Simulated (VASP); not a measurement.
Set up this calculation in VASP 6.6.1, as the native input.

- Task: single point
- Functional: LDA
- Potentials or basis: VASP PAW LDA potentials, release 64 (Ta_sv_GW, N)
- Cutoff: 700 eV
- k mesh: 8 × 8 × 7
- Occupations: fermi-dirac, width 0.1 eV
- Spin: no spin polarisation
- Dipole correction: no
- Further INCAR settings: ALGO = Normal; EDIFF = 1e-06; NBANDS = 16

The structure of TaN lies in POSCAR:

```
TaN
1.0
    2.9380000000      0.0000000000      0.0000000000
   -1.4690000000      2.5443826400      0.0000000000
    0.0000000000      0.0000000000      2.8830000000
Ta N
1 1
Direct
    0.3333333333      0.6666666667      0.5000000000
    0.0000000000      0.0000000000      0.0000000000
```

The input as run:

INCAR

```
SYSTEM = TaN
PREC = Accurate
ENCUT = 700
EDIFF = 1E-6
ISMEAR = -1
SIGMA = 0.1
LREAL = .False.
LASPH = .True.
NELM = 120
ALGO = Normal
ISIF = 2
LWAVE = .False.
LCHARG = .False.
NBANDS = 16
GGA_COMPAT = .False.
```

KPOINTS

```
regular mesh
0
Gamma
  8 8 7
  0 0 0
```

Potentials or basis: VASP PAW LDA potentials, release 64 (Ta_sv_GW, N).

The run is started by

```sh
$ cat potpaw_LDA.64/Ta_sv_GW/POTCAR potpaw_LDA.64/N/POTCAR > POTCAR
$ mpirun -np 1 vasp_std > vasp.out
```

It gave:

| Property | Result |
| --- | --- |
| Pressure | -10.6 GPa |
| Band gap on the k mesh | zero (bands 9 and 10 overlap by 0.31 eV) |

Caveat: the cell stands under tension; spin-orbit coupling is left out, which moves the levels of the heavy elements.

Wall time 36 s on 1 thread of AMD EPYC 7R43 64-Core Processor (Zen 3), on a shared host, peak memory 0.13 GiB.
